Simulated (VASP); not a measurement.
**SiC: relaxation of cell and atoms with PBEsol**

The system is SiC.

```
Si C
1.0
     2.17841    2.17841    0.00000
    -2.17841    2.17841    0.00000
     0.00000    2.17841    2.17841
Si C
1 1
Direct
  0.00000 0.00000 0.00000
  0.75000 0.25000 0.50000
```

- Program: VASP 6.6.1
- Task: relaxation of cell and atoms
- Functional: PBEsol
- Potentials or basis: VASP PAW PBE potentials, release 64 (Si, C)
- Cutoff: 600 eV
- k mesh: 10 × 10 × 10
- Occupations: gaussian, width 0.01 eV
- Spin: no spin polarisation
- Target pressure: 15 GPa
- Dipole correction: no
- Further INCAR settings: ALGO = Normal; EDIFF = 1e-07; IBRION = 2; EDIFFG = -0.002; NSW = 100; ISIF = 3

| Item | Value |
| --- | --- |
| Relaxed volume | 9.74 Å³/atom |
| Relaxed cell | a = 3.020 Å, b = 3.020 Å, c = 3.020 Å, α = 60.00°, β = 60.00°, γ = 90.00° |
| Space group after relaxing (to 0.1 Å) | F-43m (No. 216) |
| Energy change on relaxing (the run minimises the enthalpy) | +27.0 meV/atom |
| Ionic steps | 4 |
| Pressure after relaxing | 15.0 GPa |
| Band gap on the k mesh | 1.18 eV (least direct gap 4.50 eV) |

Step by step:
```csv
step,energy change (eV),largest force (eV/Å),pressure (GPa),volume (Å³)
1,0.0000,0.0000,0.22,20.68
2,0.3153,0.0000,41.28,17.95
3,0.0519,0.0000,14.67,19.51
4,0.0540,0.0000,14.99,19.48
```

Final structure:
```cif
data_structure
_symmetry_space_group_name_H-M 'P 1'
_symmetry_Int_Tables_number 1
_cell_length_a 3.0203
_cell_length_b 3.0203
_cell_length_c 3.0203
_cell_angle_alpha 60.000
_cell_angle_beta 60.000
_cell_angle_gamma 90.000
_cell_volume 19.48
loop_
_atom_site_label
_atom_site_type_symbol
_atom_site_fract_x
_atom_site_fract_y
_atom_site_fract_z
_atom_site_occupancy
Si1 Si 0.00000 0.00000 0.00000 1
C1 C 0.75000 0.25000 0.50000 1
```

Levels at points of the mesh, in eV from the valence-band top:
```tsv
k point	band 2	band 3	band 4	band 5	band 6	band 7
(0.00, 0.00, 0.00)	0.00	0.00	0.00	6.89	7.67	7.67
(0.50, 0.00, 0.00)	-8.94	-1.07	-1.07	5.93	7.39	7.39
(0.50, 0.50, 0.00)	-8.03	-3.33	-3.33	1.18	4.41	14.66
```

Run time: 46 s on 1 thread of Intel(R) Xeon(R) Platinum 8259CL CPU @ 2.50GHz (Skylake/Cascade Lake) (shared host), peak memory 0.15 GiB.

Caveat: the cell is relaxed towards a set pressure, so the run minimises the enthalpy, not the energy; the PAW data sets were made with another functional, which shifts forces and pressure a little. A k mesh can miss the band edges.
